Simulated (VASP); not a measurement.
A run of VASP 6.6.1 is set up as follows.

File INCAR:

```
SYSTEM = Mg6F
  PREC = Accurate
  ENCUT = 520
  EDIFF = 1E-7
  ISMEAR = 0
  SIGMA = 0.1
  LREAL = .FALSE.
  LASPH = .TRUE.
  NELM = 80
  ALGO = Normal
  ISIF = 2
  LWAVE = .FALSE.
  LCHARG = .TRUE.
  LDIPOL = .TRUE.
  IDIPOL = 3
  DIPOL = 0.5 0.5 0.307
  GGA = PE
  LELF = .TRUE.
  LVHAR = .TRUE.
  LVACPOTAV = .TRUE.
  NBANDS = 18
```

File KPOINTS:

```
Automatic mesh
0
G
  9 4 1
  0 0 0
```

File POSCAR:

```
Mg6F
1.0
    3.2034417932      0.0000000000      0.0000000000
   -1.6017208966      7.8153198520      0.0000000000
    0.0000000000      0.0000000000     20.9851131634
Mg F
6 1
Direct
    0.8493879956      0.6987759913      0.1906113143
    0.5210014932      0.0420029864      0.2197581863
    0.1926149907      0.3852299814      0.2489050583
    0.3710660944      0.7414803149      0.3283003664
    0.0426232582      0.0834482649      0.3542380799
    0.7128162912      0.4251093731      0.3805132287
    0.7128162912      1.0501093731      0.4300721704
```

Potentials or basis: VASP PAW PBE potentials, release 64 (Mg, F).

Command:

```console
$ cat potpaw_PBE.64/Mg/POTCAR potpaw_PBE.64/F/POTCAR > POTCAR
$ mpirun -np 1 vasp_std > vasp.out
```

(1) Estimate the largest force.

Answers

(1) 1.163 eV/Å.

Caveat: an odd number of electrons without spin polarisation forces a metal; a magnetic or distorted state may lie lower.
